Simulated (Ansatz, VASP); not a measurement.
**Al: VASP beside Ansatz**

```
Al
1.0
     2.77699    0.00000    0.00000
    -1.38850    2.40494    0.00000
     0.00000    0.00000    9.24105
Al
4
Direct
  0.00000 0.00000 0.00000
  0.33333 0.66667 0.25000
  0.00000 0.00000 0.50000
  0.66667 0.33333 0.75000
```

Change from the starting cell: mode 4 frozen in at +0.000 Å, equal normal strain along x and y -0.0133.

Alike in both runs: task single point; functional PBE; dispersion D3(BJ); k mesh 18 × 18 × 4; occupations gaussian, width 0.15 eV; no spin polarisation.

|  | VASP | Ansatz |
| --- | --- | --- |
| version | VASP 6.6.1 | Ansatz 0.2.0 |
| potentials or method | VASP PAW PBE potentials, release 64 (Al), cutoff 520 eV | scalar-relativistic, plane waves, PAW |
| valence electrons in the cell | 12 | 12 |

|  | VASP | Ansatz | Ansatz less VASP |
| --- | --- | --- | --- |
| gap on the k mesh at the Fermi level (eV) | none | none | - |
| pressure (GPa) | 2.5 | 2.5 | 0.00 |
| traceless stress, the component that is largest in VASP (GPa) | -0.84 | -0.84 | -0.001 |

A gap of «none» marks a metal or a gap that the smearing closes.
